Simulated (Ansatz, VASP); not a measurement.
**AlNi3 in VASP and in Ansatz**

```
Al Ni
1.0
     0.00000    2.79841    2.79841
     2.79841    0.00000    2.79841
     2.79841    2.79841    0.00000
Al Ni
1 3
Cartesian
  2.8609 2.7984 2.7984
  1.3992 1.3992 1.3992
  0.0000 0.0000 0.0000
  4.1976 4.1976 4.1976
```

Change from the starting cell: all Al atoms moved +0.062 Å, as atom 1 along Cartesian [1 0 0].

Alike in both runs: task single point; functional PBEsol; k mesh 14 × 14 × 14; occupations gaussian, width 0.15 eV; no spin polarisation.

```csv
,VASP,Ansatz
version,VASP 6.6.1,Ansatz 0.2.0
potentials or method,"VASP PAW PBE potentials, release 64 (Al, Ni), cutoff 520 eV","scalar-relativistic, plane waves, PAW"
valence electrons in the cell,33,57
```

VASP gave:

| Property | Result |
| --- | --- |
| gap on the k mesh at the Fermi level (eV) | none |
| pressure (GPa) | 0.3 |
| traceless stress, the component that is largest in VASP (GPa) | -0.09 |
| rms of the force components (eV/Å) | 0.196 |

Task: What did Ansatz give for the same quantities?

Result: gap on the k mesh at the Fermi level (eV): none; pressure (GPa): 0.2; traceless stress, the component that is largest in VASP (GPa): -0.09; rms of the force components (eV/Å): 0.195.

VASP's potentials were made for PBE, not for PBEsol. Atom by atom the forces differ by 0.001 eV/Å (rms over components). A gap of «none» marks a metal or a gap that the smearing closes. VASP's potentials hold 33 valence electrons a cell and Ansatz's 57, so a difference there can come from the potentials and not from the codes.
